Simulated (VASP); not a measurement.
# LiH (rock salt type) (Fm-3m) in VASP: a series of runs

The runs below take LiH (rock salt type) through single point, with PBE, r2SCAN.

Program: VASP 6.6.1. These are calculated values, not measurements. Logs are shortened: lines on timing, memory, paths and dates and some standing lists are left out, and cuts for length are marked.

### 1 The cell of the first run

The structure is cubic, space group Fm-3m (No. 225). Conventional cell: a = 4.020 Å, b = 4.020 Å, c = 4.020 Å, α = 90.00°, β = 90.00°, γ = 90.00°. Li (site symmetry m-3m) has 6 H at 2.01 Å within 2.7 Å. Within 2.7 Å of H (site symmetry m-3m) lie 6 Li at 2.01 Å.

### 2 Single point, PBE

INCAR reads:

```
  PREC = Accurate
  ENCUT = 520
  EDIFF = 1E-7
  ISMEAR = -1
  SIGMA = 0.1
  LREAL = F
  LASPH = T
  NELM = 100
  ALGO = Normal
  ISIF = 2
  LWAVE = F
  LCHARG = F
  GGA = PE
  NBANDS = 9
```

KPOINTS reads:

```
regular mesh
0
Gamma
  8 8 8
```

POSCAR reads:

```
LiH
1.0
    0.0000000000      2.0100000000      2.0100000000
    2.0100000000      0.0000000000      2.0100000000
    2.0100000000      2.0100000000      0.0000000000
Li H
1 1
Direct
    0.0000000000      0.0000000000      0.0000000000
    0.5000000000      0.5000000000      0.5000000000
```

Potentials or basis: VASP PAW PBE potentials, release 64 (Li_sv, H).

The run is started by

```bash
$ cat potpaw_PBE.64/Li_sv/POTCAR potpaw_PBE.64/H/POTCAR > POTCAR
$ mpirun -np 1 vasp_std > vasp.out
```

OUTCAR:

```text
PREC = Accurate
   ENCUT = 520
   EDIFF = 1E-7
   ISMEAR = -1
   LREAL = F
   LASPH = T
   NELM = 100
   ISIF = 2
   GGA = PE

 ion  position               nearest neighbor table
   1  0.000  0.000  0.000-
   2  0.500  0.500  0.500-

  LATTYP: Found a face centered cubic cell.
 ALAT       =     4.0200000000

  Lattice vectors:

 A1 = (   0.0000000000,   2.0100000000,   2.0100000000)
 A2 = (   2.0100000000,   0.0000000000,   2.0100000000)
 A3 = (   2.0100000000,   2.0100000000,   0.0000000000)

Analysis of symmetry for initial positions (statically):
=====================================================================
 Subroutine PRICEL returns:
 Original cell was already a primitive cell.

 Routine SETGRP: Setting up the symmetry group for a
 face centered cubic supercell.

 Subroutine GETGRP returns: Found 48 space group operations
 (whereof 48 operations were pure point group operations)
 out of a pool of 48 trial point group operations.

The static configuration has the point symmetry O_h .

Analysis of symmetry for dynamics (positions and initial velocities):
=====================================================================
 Subroutine PRICEL returns:
 Original cell was already a primitive cell.

 Routine SETGRP: Setting up the symmetry group for a
 face centered cubic supercell.

 Subroutine GETGRP returns: Found 48 space group operations
 (whereof 48 operations were pure point group operations)
 out of a pool of 48 trial point group operations.

The dynamic configuration has the point symmetry O_h .

 Subroutine INISYM returns: Found 48 space group operations
 (whereof 48 operations are pure point group operations),
 and found     1 'primitive' translations

----------------------------------------------------------------------------------------

                                     Primitive cell

  volume of cell :      16.2412

  direct lattice vectors                    reciprocal lattice vectors
     0.000000000  2.010000000  2.010000000    -0.248756219  0.248756219  0.248756219
     2.010000000  0.000000000  2.010000000     0.248756219 -0.248756219  0.248756219
     2.010000000  2.010000000  0.000000000     0.248756219  0.248756219 -0.248756219

  length of vectors
     2.842569260  2.842569260  2.842569260     0.430858410  0.430858410  0.430858410

  position of ions in fractional coordinates (direct lattice)
     0.000000000  0.000000000  0.000000000
     0.500000000  0.500000000  0.500000000

  ion indices of the primitive-cell ions
   primitive index   ion index
                 1           1
                 2           2

----------------------------------------------------------------------------------------

 KPOINTS: regular mesh

Automatic generation of k-mesh.
 Grid dimensions read from file:
 generate k-points for:    8    8    8

 Generating k-lattice:

  Cartesian coordinates                     Fractional coordinates (reciprocal lattice)
    -0.031094527  0.031094527  0.031094527     0.125000000  0.000000000  0.000000000
     0.031094527 -0.031094527  0.031094527     0.000000000  0.125000000  0.000000000
     0.031094527  0.031094527 -0.031094527     0.000000000  0.000000000  0.125000000

  Length of vectors
     0.053857301  0.053857301  0.053857301

  Shift w.r.t. Gamma in fractional coordinates (k-lattice)
     0.000000000  0.000000000  0.000000000

 Subroutine IBZKPT returns following result:
 ===========================================

 Found     29 irreducible k-points:

 Following reciprocal coordinates:
            Coordinates               Weight
  0.000000  0.000000  0.000000      1.000000
  0.125000  0.000000  0.000000      8.000000
  0.250000  0.000000  0.000000      8.000000
  0.375000  0.000000  0.000000      8.000000
  0.500000  0.000000  0.000000      4.000000
  0.125000  0.125000  0.000000      6.000000
[... 16 lines left out ...]
  0.500000  0.250000  0.125000     48.000000
 -0.375000  0.250000  0.125000     24.000000
 [... further k-points ...]
   k-points           NKPTS =     29   k-points in BZ     NKDIM =     29   number of bands    NBANDS=      9
   number of dos      NEDOS =    301   number of ions     NIONS =      2
   total plane-waves  NPLWV =  13824
   dimension x,y,z NGX =    24 NGY =   24 NGZ =   24
   dimension x,y,z NGXF=    48 NGYF=   48 NGZF=   48
   ions per type =               1   1
   NGX,Y,Z   is equivalent  to a cutoff of  14.04, 14.04, 14.04 a.u.
   NGXF,Y,Z  is equivalent  to a cutoff of  28.07, 28.07, 28.07 a.u.
 SYSTEM =  unknown system
   PREC   = accura    normal or accurate (medium, high low for compatibility)
   ISTART =      0    job   : 0-new  1-cont  2-samecut
   ICHARG =      2    charge: 1-file 2-atom 10-const
   ISPIN  =      1    spin polarized calculation?
   LNONCOLLINEAR =      F non collinear calculations
   LSORBIT =      F    spin-orbit coupling
   LASPH  =      T    aspherical Exc in radial PAW
   ENCUT  =  520.0 eV  38.22 Ry    6.18 a.u.   5.29  5.29  5.29*2*pi/ulx,y,z
   NELM   =    100;   NELMIN=  2; NELMDL= -5     # of ELM steps
   EDIFF  = 0.1E-06   stopping-criterion for ELM
   LREAL  =      F    real-space projection
   EDIFFG = 0.1E-05   stopping-criterion for IOM
   NSW    =      0    number of steps for IOM
   IBRION =     -1    ionic relax: 0-MD 1-quasi-New 2-CG
   NFREE  =      0    steps in history (QN), initial steepest desc. (CG)
   ISIF   =      2    stress and relaxation
   ISYM   =      2    0-nonsym 1-usesym 2-fastsym
   POTIM  = 0.5000    time-step for ionic-motion
   TEBEG  =    0.0;   TEEND  =   0.0 temperature during run
   PSTRESS=    0.0 pullay stress
   NELECT =       4.0000    total number of electrons
   NUPDOWN=      -1.0000    fix difference up-down
   EMIN   =  10.00;   EMAX   =-10.00  energy-range for DOS
   EFERMI =   0.00;   METHOD = LEGACY
   ISMEAR =    -1;   SIGMA  =   0.10  broadening in eV -4-tet -1-fermi 0-gaus
   EFERMI_NEDOS =   21; number of points for ismear=-14 and -15
   IALGO  =     38    algorithm
   IMIX   =      4    mixing-type and parameters
     AMIX     =   0.40;   BMIX     =  1.00
     AMIX_MAG =   1.60;   BMIX_MAG =  1.00
  volume/ion in A,a.u.               =       8.12        54.80
  Fermi-wavevector in a.u.,A,eV,Ry     =   1.026177  1.939193 14.327457  1.053038
  Thomas-Fermi vector in A             =   2.160056
   LORBIT       =      0    0 simple, 1 ext, 2 COOP (PROOUT), +10 PAW based schemes
   GGA     = PE    functional components
   LHFCALC =     F    Hartree Fock is set to
   AEXX    =    0.0000 exact exchange contribution
   IVDW    =     0    specifies the selected vdW correction
   LEPSILON=     F    determine dielectric tensor
   LRPA    =     F    only Hartree local field effects (RPA)
 non-spin polarized calculation
  energy-cutoff  :      520.00
  volume of cell :       16.24
 maximum number of plane-waves:       445
 NGX is ok and might be reduce to    24
   NGX = 11   NGY = 11   NGZ = 11

 number of electron       3.9999995 magnetization

 Free energy of the ion-electron system (eV)
  ---------------------------------------------------
  ext. energy  EPLUGINS =         0.00000000
  ---------------------------------------------------
  free energy    TOTEN  =        -6.12681338 eV

  energy without entropy =       -6.12681336  energy(sigma->0) =       -6.12681337

 E-fermi :   1.5889     XC(G=0):  -8.4839

 val. band max:        0.0516509554   @ k =   0.5000   0.5000   0.0000
 cond. band min:       3.0369385121   @ k =   0.5000   0.5000   0.0000
 fundamental gap:      2.9852875567
 Fermi energy:         1.5889025905

 k-point     1 :       0.0000    0.0000    0.0000
  band No.  band energies     occupation
      1     -44.2474      2.00000
      2      -5.3490      2.00000
      3      16.0383      0.00000
      4      17.8552      0.00000
      5      17.8552      0.00000
      6      17.8552      0.00000
      7      22.5550      0.00000
      8      22.5550      0.00000
      9      22.5550      0.00000

 k-point     2 :       0.1250    0.0000    0.0000
  band No.  band energies     occupation
      1     -44.2410      2.00000
      2      -5.0744      2.00000
      3      13.8436      0.00000
      4      16.5214      0.00000
      5      17.3080      0.00000
      6      17.3081      0.00000
      7      22.0949      0.00000
      8      23.7316      0.00000
      9      23.7316      0.00000

 k-point     3 :       0.2500    0.0000    0.0000
  band No.  band energies     occupation
      1     -44.2251      2.00000
      2      -4.2882      2.00000
      3       9.7311      0.00000
      4      15.0325      0.00000
      5      16.6171      0.00000
      6      16.6171      0.00000
      7      22.1058      0.00000
      8      22.1059      0.00000
      9      23.5296      0.00000

 k-point     4 :       0.3750    0.0000    0.0000
  band No.  band energies     occupation
      1     -44.2092      2.00000
      2      -3.1944      2.00000
      3       6.3728      0.00000
      4      14.0035      0.00000
      5      16.4038      0.00000
      6      16.4038      0.00000
      7      19.9312      0.00000
      8      19.9312      0.00000
      9      25.7260      0.00000
[... 205 lines left out ...]
 k-point    22 :       0.3750    0.2500    0.1250
  band No.  band energies     occupation
      1     -44.2136      2.00000
      2      -3.5203      2.00000
      3       9.5761      0.00000
      4      10.3390      0.00000
      5      14.2099      0.00000
      6      17.6162      0.00000
      7      20.0981      0.00000
      8      23.7451      0.00000
      9      27.5437      0.00000

 k-point    23 :       0.5000    0.2500    0.1250
  band No.  band energies     occupation
      1     -44.2009      2.00000
      2      -2.3570      2.00000
      3       6.5868      0.00000
      4       9.1573      0.00000
      5      13.5383      0.00000
      6      16.7947      0.00000
      7      22.2719      0.00000
      8      24.2930      0.00000
      9      27.0112      0.00000

 k-point    24 :      -0.3750    0.2500    0.1250
  band No.  band energies     occupation
      1     -44.1956      2.00000
      2      -1.6456      2.00000
      3       5.1269      0.00000
      4       8.8658      0.00000
      5      13.2893      0.00000
      6      16.3928      0.00000
      7      23.0050      0.00000
      8      26.0454      0.00000
      9      27.2555      0.00000

 [... further k-points ...]

------------------------ aborting loop because EDIFF is reached ----------------------------------------

  FORCE on cell =-STRESS in cart. coord.  units (eV):
  Direction    XX          YY          ZZ          XY          YZ          ZX
  --------------------------------------------------------------------------------------
  -------------------------------------------------------------------------------------
  Total       -0.0592299     -0.0592299     -0.0592299      0.0000000     -0.0000000      0.0000000
  in kB       -5.8429697     -5.8429697     -5.8429697      0.0000000     -0.0000000      0.0000000
  external PRESSURE =      -5.8429697 kB  Pullay stress =       0.0000000 kB

 VOLUME and BASIS-vectors are now :
 -----------------------------------------------------------------------------
  energy-cutoff  :      520.00
  volume of cell :       16.24
      direct lattice vectors                 reciprocal lattice vectors
     0.000000000  2.010000000  2.010000000    -0.248756219  0.248756219  0.248756219
     2.010000000  0.000000000  2.010000000     0.248756219 -0.248756219  0.248756219
     2.010000000  2.010000000  0.000000000     0.248756219  0.248756219 -0.248756219

 POSITION                                       TOTAL-FORCE (eV/Angst)
 -----------------------------------------------------------------------------------
      0.00000      0.00000      0.00000         0.000000     -0.000000      0.000000
      2.01000      2.01000      2.01000        -0.000000      0.000000     -0.000000
 -----------------------------------------------------------------------------------
    total drift:                                0.000000     -0.000000     -0.000000

  FREE ENERGIE OF THE ION-ELECTRON SYSTEM (eV)
  ---------------------------------------------------
  free  energy   TOTEN  =        -6.1268133816 eV

  energy  without entropy=       -6.1268133614  energy(sigma->0) =       -6.12681337
```

Run time: 4.7 s. Hardware: 1 thread of Intel Xeon Platinum 8375C at 2.90GHz (Ice Lake), shared host; peak memory 0.12 GiB.

What came out:

- Free energy: -6.1268 eV
- Band gap on the k mesh: 2.99 eV

Levels at points of the mesh, in eV from the valence-band top:
```csv
k point,band 1,band 2,band 3,band 4,band 5,band 6
"(0.00, 0.00, 0.00)",-44.30,-5.40,15.99,17.80,17.80,17.80
"(0.50, 0.00, 0.00)",-44.25,-2.60,4.90,13.59,16.42,16.42
"(0.50, 0.50, 0.00)",-44.24,0.00,2.99,10.77,10.77,13.93
```

Caveat: the cutoff is under 1.25 times the usual one of these potentials, so pressure, stress and relaxed cells hold a basis-set (Pulay) error. A k mesh can miss the band edges.

### 3 Single point, r2SCAN

POSCAR is that of step 2.

INCAR.step1 reads:

```
PREC     = Accurate       # precision mode
ENCUT    = 520            # plane-wave cutoff, eV
ISMEAR   = -1             # smearing method
SIGMA    = 0.02           # smearing width, eV
LREAL    = F              # projectors in reciprocal space
LASPH    = T              # aspherical terms in the spheres
NELM     = 80             # most SCF steps
NBANDS   = 9              # bands
GGA      = PE             # functional
ALGO     = Normal         # electronic algorithm
EDIFF    = 1E-4           # SCF threshold, eV
LWAVE    = T              # write WAVECAR
LCHARG   = F              # write CHGCAR
```

INCAR.step2 reads:

```
PREC     = Accurate       # precision mode
ENCUT    = 520            # plane-wave cutoff, eV
EDIFF    = 1E-6           # SCF threshold, eV
ISMEAR   = -1             # smearing method
SIGMA    = 0.02           # smearing width, eV
LREAL    = F              # projectors in reciprocal space
LASPH    = T              # aspherical terms in the spheres
NELM     = 80             # most SCF steps
ALGO     = Normal         # electronic algorithm
ISIF     = 2              # what is computed and relaxed
LWAVE    = F              # write WAVECAR
LCHARG   = F              # write CHGCAR
METAGGA  = R2SCAN         # meta-GGA
LMIXTAU  = T            
NBANDS   = 9              # bands
ISTART   = 1
```

KPOINTS reads:

```
regular mesh
0
Gamma
  6 6 6
```

Potentials or basis: VASP PAW PBE potentials, release 64 (Li_sv, H).

The run is started by

```bash
$ cat potpaw_PBE.64/Li_sv/POTCAR potpaw_PBE.64/H/POTCAR > POTCAR
$ cp INCAR.step1 INCAR
$ mpirun -np 1 vasp_std > vasp.out
$ cp INCAR.step2 INCAR
$ mpirun -np 1 vasp_std > vasp.out
```

It took 15 s on 1 thread of Intel Xeon Platinum 8375C at 2.90GHz (Ice Lake), shared host; peak memory 0.13 GiB.

It converged, with:

```
Free energy            : -6.8166 eV
Band gap on the k mesh : 3.59 eV
```

Levels at points of the mesh, in eV from the valence-band top:
| k point | band 1 | band 2 | band 3 | band 4 | band 5 |
| --- | --- | --- | --- | --- | --- |
| (0.00, 0.00, 0.00) | -45.74 | -5.41 | 17.52 | 19.30 | 19.30 |
| (0.50, 0.00, 0.00) | -45.70 | -2.61 | 5.65 | 14.86 | 18.07 |
| (0.50, 0.50, 0.00) | -45.69 | 0.00 | 3.59 | 11.69 | 11.69 |

Caveat: the k points lie up to 0.45 Å⁻¹ apart; the cutoff is under 1.25 times the usual one of these potentials, so pressure, stress and relaxed cells hold a basis-set (Pulay) error; the PAW data sets were made with another functional, which shifts forces and pressure a little.

(Continued in part 2 of 2.)
